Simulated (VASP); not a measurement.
Write the native input for VASP 6.6.1 that does the following.

```yaml
Task: single point
Functional: r2SCAN
Dispersion: rVV10
Potentials_or_basis: VASP PAW PBE potentials, release 64 (Ga_d, Pd, H)
Cutoff: 520 eV
k_mesh: 8 × 8 × 4
Occupations: fermi-dirac, width 0.03 eV
Spin: no spin polarisation
Dipole_correction: no
Further_INCAR_settings: ALGO = Normal; EDIFF = 1e-06; NBANDS = 23
```

The system is GaH5Pd.

```
Ga Pd H
1.0
     2.98958    0.00000    0.00000
     0.00000    2.98958    0.00000
     0.00000    0.00000    6.42977
Ga Pd H
1 1 5
Cartesian
  1.4948 1.4948 0.0000
  0.0000 0.0000 3.2149
  0.0000 1.4948 2.2333
  0.0000 1.4948 4.1965
  1.4948 0.0000 2.2333
  1.4948 0.0000 4.1965
  0.0000 0.0000 0.0000
```

The input as run:

POSCAR

```
GaH5Pd
1.0
    2.9895791078      0.0000000000      0.0000000000
    0.0000000000      2.9895791078      0.0000000000
    0.0000000000      0.0000000000      6.4297716452
Ga Pd H
1 1 5
Direct
    0.5000000000      0.5000000000      0.0000000000
    0.0000000000      0.0000000000      0.5000000000
    0.0000000000      0.5000000000      0.3473386186
    0.0000000000      0.5000000000      0.6526613814
    0.5000000000      0.0000000000      0.3473386186
    0.5000000000      0.0000000000      0.6526613814
    0.0000000000      0.0000000000      0.0000000000
```

INCAR.step1

```
PREC     = Accurate       # precision mode
ENCUT    = 520            # plane-wave cutoff, eV
ISMEAR   = -1             # smearing method
SIGMA    = 0.03           # smearing width, eV
LREAL    = F              # projectors in reciprocal space
LASPH    = T              # aspherical terms in the spheres
NELM     = 60             # most SCF steps
NBANDS   = 23             # bands
GGA      = PE             # functional
ALGO     = Normal         # electronic algorithm
EDIFF    = 1E-4           # SCF threshold, eV
LWAVE    = T              # write WAVECAR
LCHARG   = F              # write CHGCAR
```

INCAR.step2

```
PREC     = Accurate       # precision mode
ENCUT    = 520            # plane-wave cutoff, eV
EDIFF    = 1E-6           # SCF threshold, eV
ISMEAR   = -1             # smearing method
SIGMA    = 0.03           # smearing width, eV
LREAL    = F              # projectors in reciprocal space
LASPH    = T              # aspherical terms in the spheres
NELM     = 60             # most SCF steps
ALGO     = Normal         # electronic algorithm
ISIF     = 2              # what is computed and relaxed
LWAVE    = F              # write WAVECAR
LCHARG   = F              # write CHGCAR
METAGGA  = R2SCAN         # meta-GGA
LMIXTAU  = T            
LUSE_VDW = T            
IVDW_NL  = 2            
BPARAM   = 11.95        
CPARAM   = 0.0093       
NBANDS   = 23             # bands
ISTART   = 1
```

KPOINTS

```
Automatic mesh
0
Gamma
  8 8 4
```

Potentials or basis: VASP PAW PBE potentials, release 64 (Ga_d, Pd, H).

Launch:

```console
$ cat potpaw_PBE.64/Ga_d/POTCAR potpaw_PBE.64/Pd/POTCAR potpaw_PBE.64/H/POTCAR > POTCAR
$ cp INCAR.step1 INCAR
$ mpirun -np 1 vasp_std > vasp.out
$ cp INCAR.step2 INCAR
$ mpirun -np 1 vasp_std > vasp.out
```

Results of the run:

* Pressure: 0.1 GPa
* Largest force: 0.016 eV/Å
* Band gap on the k mesh: zero (band 14 reaches 6.77 eV, above the bottom of band 15 at 3.29 eV)

Caveat: the PAW data sets were made with another functional, which shifts forces and pressure a little.

Wall time 2.2 min on 1 thread of Intel(R) Xeon(R) 6975P-C (Granite Rapids) (shared host), peak memory 0.33 GiB.
